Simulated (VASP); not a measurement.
# H3C5 in VASP: notebook, part 2 of 2

VASP 6.6.1. Earlier steps stand in the parts before.

## Step 3: Single point, LDA

Input file INCAR:

```
SYSTEM = H3C5
  ALGO = Normal
  EDIFF = 1E-6
  ENCUT = 520
  GGA = CA
  ISIF = 2
  ISMEAR = 0
  LASPH = .TRUE.
  LCHARG = .FALSE.
  LREAL = Auto
  LWAVE = .FALSE.
  NBANDS = 68
  NELM = 60
  PREC = Accurate
  SIGMA = 0.05
```

Input file KPOINTS:

```
k-points
0
G
  2 2 1
  0 0 0
```

Input file POSCAR:

```
H3C5
1.0
    5.0487420000      0.0000000000      0.0000000000
    0.0000000000      5.0487420000      0.0000000000
    0.0000000000      0.0000000000     16.8355610000
H C
12 20
Direct
    0.4277868800      0.0000000000      0.0593980800
    0.0722131600      0.0000000000      0.0593980800
    0.9277869200      0.0000000000      0.0593980800
    0.5722132000      0.0000000000      0.0593980800
    0.4277868800      0.5000000400      0.0593980800
    0.0722131600      0.5000000400      0.0593980800
    0.9277869200      0.5000000400      0.0593980800
    0.5722132000      0.5000000400      0.0593980800
    0.2500659011      0.4953587530      0.3633137901
    0.7499559717      0.4952956966      0.3633284470
    0.7498971256      1.0043551868      0.3633199282
    0.2501427468      1.0046478088      0.3633439523
    0.2500000200      0.0000000000      0.0970980400
    0.7500000600      0.0000000000      0.0970980400
    0.2500000200      0.5000000400      0.0970980400
    0.7500000600      0.5000000400      0.0970980400
    0.2500000200      0.2500000200      0.1501108300
    0.7500000600      0.2500000200      0.1501108300
    0.2500000200      0.7500000600      0.1501108300
    0.7500000600      0.7500000600      0.1501108300
   -0.0000132862      0.2499567427      0.1982492282
    0.5000075573      0.2499688756      0.1982442693
   -0.0000040425      0.7499684246      0.2064207266
    0.5000154139      0.7499763969      0.2064171814
    0.0000201615      0.0171324554      0.2554270432
    0.5000069418      0.0171471872      0.2554137407
   -0.0000022133      0.4827182183      0.2554307796
    0.5000212675      0.4827443855      0.2554167683
    0.2500363852      0.0893601521      0.3028569185
    0.7500042531      0.0892754339      0.3028548837
    0.2500222936      0.4105158176      0.3028440932
    0.7500106322      0.4104701743      0.3028565118
```

Potentials or basis: VASP PAW LDA potentials, release 64 (H, C).

Started as:

```console
$ cat potpaw_LDA.64/H/POTCAR potpaw_LDA.64/C/POTCAR > POTCAR
$ mpirun -np 1 vasp_std > vasp.out
```

OUTCAR:

```text
SYSTEM = H3C5
   EDIFF = 1E-6
   ENCUT = 520
   GGA = CA
   ISIF = 2
   ISMEAR = 0
   LASPH = .TRUE.
   LREAL = Auto
   NELM = 60
   PREC = Accurate

 ion  position               nearest neighbor table
   1  0.428  0.000  0.059-   4 0.73  13 1.10
   2  0.072  0.000  0.059-   3 0.73  13 1.10
   3  0.928  0.000  0.059-   2 0.73  14 1.10
   4  0.572  0.000  0.059-   1 0.73  14 1.10
   5  0.428  0.500  0.059-   8 0.73  15 1.10
   6  0.072  0.500  0.059-   7 0.73  15 1.10
   7  0.928  0.500  0.059-   6 0.73  16 1.10
   8  0.572  0.500  0.059-   5 0.73  16 1.10
   9  0.250  0.495  0.363-  31 1.10
  10  0.750  0.495  0.363-  32 1.10
  11  0.750  0.004  0.363-  30 1.10
  12  0.250  0.005  0.363-  29 1.10
  13  0.250  0.000  0.097-   1 1.10   2 1.10  19 1.55  17 1.55
  14  0.750  0.000  0.097-   4 1.10   3 1.10  20 1.55  18 1.55
  15  0.250  0.500  0.097-   5 1.10   6 1.10  19 1.55  17 1.55
  16  0.750  0.500  0.097-   8 1.10   7 1.10  20 1.55  18 1.55
  17  0.250  0.250  0.150-  22 1.50  21 1.50  13 1.55  15 1.55
  18  0.750  0.250  0.150-  22 1.50  21 1.50  14 1.55  16 1.55
[... 12 lines left out ...]
  31  0.250  0.411  0.303-   9 1.10  27 1.54  28 1.54  29 1.62
  32  0.750  0.410  0.303-  10 1.10  27 1.54  28 1.54  30 1.62

  LATTYP: Found a simple tetragonal cell.
 ALAT       =     5.0487420000
 C/A-ratio  =     3.3346051353

  Lattice vectors:

 A1 = (   5.0487420000,   0.0000000000,   0.0000000000)
 A2 = (   0.0000000000,   5.0487420000,   0.0000000000)
 A3 = (   0.0000000000,   0.0000000000,  16.8355610000)

Analysis of symmetry for initial positions (statically):
=====================================================================
 Subroutine PRICEL returns:
 Original cell was already a primitive cell.

 Routine SETGRP: Setting up the symmetry group for a
 simple tetragonal supercell.

 Subroutine GETGRP returns: Found  1 space group operations
 (whereof  1 operations were pure point group operations)
 out of a pool of 16 trial point group operations.

The static configuration has the point symmetry C_1 .

Analysis of symmetry for dynamics (positions and initial velocities):
=====================================================================
 Subroutine PRICEL returns:
 Original cell was already a primitive cell.

 Routine SETGRP: Setting up the symmetry group for a
 simple tetragonal supercell.

 Subroutine GETGRP returns: Found  1 space group operations
 (whereof  1 operations were pure point group operations)
 out of a pool of 16 trial point group operations.

The dynamic configuration has the point symmetry C_1 .

 Subroutine INISYM returns: Found  1 space group operations
 (whereof  1 operations are pure point group operations),
 and found     1 'primitive' translations

----------------------------------------------------------------------------------------

                                     Primitive cell

  volume of cell :     429.1350

  direct lattice vectors                    reciprocal lattice vectors
     5.048742000  0.000000000  0.000000000     0.198069143  0.000000000  0.000000000
     0.000000000  5.048742000  0.000000000     0.000000000  0.198069143  0.000000000
[... 99 lines left out ...]

 Following reciprocal coordinates:
            Coordinates               Weight
  0.000000  0.000000  0.000000      1.000000
  0.500000  0.000000  0.000000      1.000000
  0.000000  0.500000  0.000000      1.000000
  0.500000  0.500000  0.000000      1.000000
   k-points           NKPTS =      4   k-points in BZ     NKDIM =      4   number of bands    NBANDS=     68
   number of dos      NEDOS =    301   number of ions     NIONS =     32
   total plane-waves  NPLWV = 201600
   dimension x,y,z NGX =    40 NGY =   40 NGZ =  126
   dimension x,y,z NGXF=    80 NGYF=   80 NGZF=  252
   ions per type =              12  20
   NGX,Y,Z   is equivalent  to a cutoff of  13.17, 13.17, 12.44 a.u.
   NGXF,Y,Z  is equivalent  to a cutoff of  26.34, 26.34, 24.88 a.u.
 SYSTEM =  H3C5
   PREC   = accura    normal or accurate (medium, high low for compatibility)
   ISTART =      0    job   : 0-new  1-cont  2-samecut
   ICHARG =      2    charge: 1-file 2-atom 10-const
   ISPIN  =      1    spin polarized calculation?
   LNONCOLLINEAR =      F non collinear calculations
   LSORBIT =      F    spin-orbit coupling
   LASPH  =      T    aspherical Exc in radial PAW
   ENCUT  =  520.0 eV  38.22 Ry    6.18 a.u.   9.39  9.39 31.30*2*pi/ulx,y,z
   NELM   =     60;   NELMIN=  2; NELMDL= -5     # of ELM steps
   EDIFF  = 0.1E-05   stopping-criterion for ELM
   LREAL  =      T    real-space projection
   EDIFFG = 0.1E-04   stopping-criterion for IOM
   NSW    =      0    number of steps for IOM
   IBRION =     -1    ionic relax: 0-MD 1-quasi-New 2-CG
   NFREE  =      0    steps in history (QN), initial steepest desc. (CG)
   ISIF   =      2    stress and relaxation
   ISYM   =      2    0-nonsym 1-usesym 2-fastsym
   POTIM  = 0.5000    time-step for ionic-motion
   TEBEG  =    0.0;   TEEND  =   0.0 temperature during run
   PSTRESS=    0.0 pullay stress
   NELECT =      92.0000    total number of electrons
   NUPDOWN=      -1.0000    fix difference up-down
   EMIN   =  10.00;   EMAX   =-10.00  energy-range for DOS
   EFERMI =   0.00;   METHOD = LEGACY
   ISMEAR =     0;   SIGMA  =   0.05  broadening in eV -4-tet -1-fermi 0-gaus
   EFERMI_NEDOS =   21; number of points for ismear=-14 and -15
   IALGO  =     38    algorithm
   IMIX   =      4    mixing-type and parameters
     AMIX     =   0.40;   BMIX     =  1.00
     AMIX_MAG =   1.60;   BMIX_MAG =  1.00
  volume/ion in A,a.u.               =      13.41        90.50
  Fermi-wavevector in a.u.,A,eV,Ry     =   0.979805  1.851562 13.061824  0.960017
  Thomas-Fermi vector in A             =   2.110686
   LORBIT       =      0    0 simple, 1 ext, 2 COOP (PROOUT), +10 PAW based schemes
   GGA     = CA    functional components
   LHFCALC =     F    Hartree Fock is set to
   AEXX    =    0.0000 exact exchange contribution
   IVDW    =     0    specifies the selected vdW correction
   LEPSILON=     F    determine dielectric tensor
   LRPA    =     F    only Hartree local field effects (RPA)
 non-spin polarized calculation
 Gauss-broadening in eV      SIGMA  =   0.05
  energy-cutoff  :      520.00
  volume of cell :      429.14
 maximum number of plane-waves:     11574
 NGX is ok and might be reduce to    40
   NGX = 19   NGY = 19   NGZ = 63

 number of electron      92.0000009 magnetization

 Free energy of the ion-electron system (eV)
  ---------------------------------------------------
  ext. energy  EPLUGINS =         0.00000000
  ---------------------------------------------------
  free energy    TOTEN  =      -231.02628543 eV

  energy without entropy =     -231.02628543  energy(sigma->0) =     -231.02628543

 E-fermi :   1.1872     XC(G=0):  -5.3287

 val. band max:        0.9238587672   @ k =   0.0000   0.5000   0.0000
 cond. band min:       2.9422570356   @ k =   0.0000   0.0000   0.0000
 fundamental gap:      2.0183982684
 Fermi energy:         1.1872002147

 k-point     1 :       0.0000    0.0000    0.0000
  band No.  band energies     occupation
      1     -20.2216      2.00000
      2     -17.9263      2.00000
      3     -16.0027      2.00000
      4     -15.6124      2.00000
      5     -15.5452      2.00000
      6     -15.5380      2.00000
[... 233 lines left out ...]
     57       6.5971      0.00000
     58       6.5972      0.00000
 [bands above 58 left out]

------------------------ aborting loop because EDIFF is reached ----------------------------------------

  FORCE on cell =-STRESS in cart. coord.  units (eV):
  Direction    XX          YY          ZZ          XY          YZ          ZX
  --------------------------------------------------------------------------------------
  -------------------------------------------------------------------------------------
  Total       63.6907184    -15.7328730     -5.3684904      0.0002554      0.0364957     -0.0082515
  in kB      237.7895588    -58.7387459    -20.0432809      0.0009537      0.1362567     -0.0308069
  external PRESSURE =      53.0025107 kB  Pullay stress =       0.0000000 kB

 VOLUME and BASIS-vectors are now :
 -----------------------------------------------------------------------------
  energy-cutoff  :      520.00
  volume of cell :      429.14
      direct lattice vectors                 reciprocal lattice vectors
     5.048742000  0.000000000  0.000000000     0.198069143  0.000000000  0.000000000
     0.000000000  5.048742000  0.000000000     0.000000000  0.198069143  0.000000000
     0.000000000  0.000000000 16.835561000     0.000000000  0.000000000  0.059398080

 POSITION                                       TOTAL-FORCE (eV/Angst)
 -----------------------------------------------------------------------------------
      2.15979      0.00000      1.00000        -9.043495     -0.044352      0.084081
      0.36459      0.00000      1.00000         9.043470     -0.044307      0.084057
      4.68416      0.00000      1.00000        -9.043550     -0.044318      0.084032
      2.88896      0.00000      1.00000         9.043495     -0.044316      0.084093
      2.15979      2.52437      1.00000        -9.043594      0.043925      0.084086
      0.36459      2.52437      1.00000         9.043558      0.043994      0.084041
[... 24 lines left out ...]
      1.26230      2.07259      5.09855         0.000575      0.007773      0.025056
      3.78661      2.07236      5.09876        -0.002092      0.007921      0.024586
 -----------------------------------------------------------------------------------
    total drift:                                0.000321      0.001282     -0.019100

  FREE ENERGIE OF THE ION-ELECTRON SYSTEM (eV)
  ---------------------------------------------------
  free  energy   TOTEN  =      -231.0262854343 eV

  energy  without entropy=     -231.0262854343  energy(sigma->0) =     -231.02628543
```

Run time: 4.2 min. Hardware: 1 thread of Intel Xeon Platinum 8488C (Sapphire Rapids), shared host; peak memory 0.38 GiB.

Results:

```
Free energy            : -231.0263 eV
Largest force          : 9.044 eV/Å
Band gap on the k mesh : 2.02 eV
```

Forces in eV/Å, atoms in the order of the input:
```
H   -9.043 -0.044  0.084
H    9.043 -0.044  0.084
H   -9.044 -0.044  0.084
H    9.043 -0.044  0.084
H   -9.044  0.044  0.084
H    9.044  0.044  0.084
H   -9.044  0.044  0.084
H    9.043  0.044  0.084
H   -0.001  0.020  0.049
H    0.001  0.020  0.048
H    0.002 -0.018  0.046
H   -0.002 -0.022  0.046
C    0.000 -0.142  1.349
C    0.000 -0.142  1.348
C    0.000  0.142  1.349
C    0.001  0.142  1.349
C   -0.001 -0.003 -3.366
C    0.000 -0.003 -3.367
C    0.000 -0.004  0.188
C    0.001 -0.002  0.188
C    0.004  0.001 -0.022
C    0.000  0.001 -0.024
C    0.002 -0.003  0.016
C   -0.002 -0.002  0.014
C   -0.001 -0.044  0.007
C    0.002 -0.044  0.008
C    0.001  0.047  0.003
C    0.000  0.042  0.009
C   -0.002 -0.004  0.019
C   -0.001  0.002  0.020
C    0.001  0.008  0.025
C   -0.002  0.008  0.025
```

Caveat: the k points lie up to 0.62 Å⁻¹ apart.
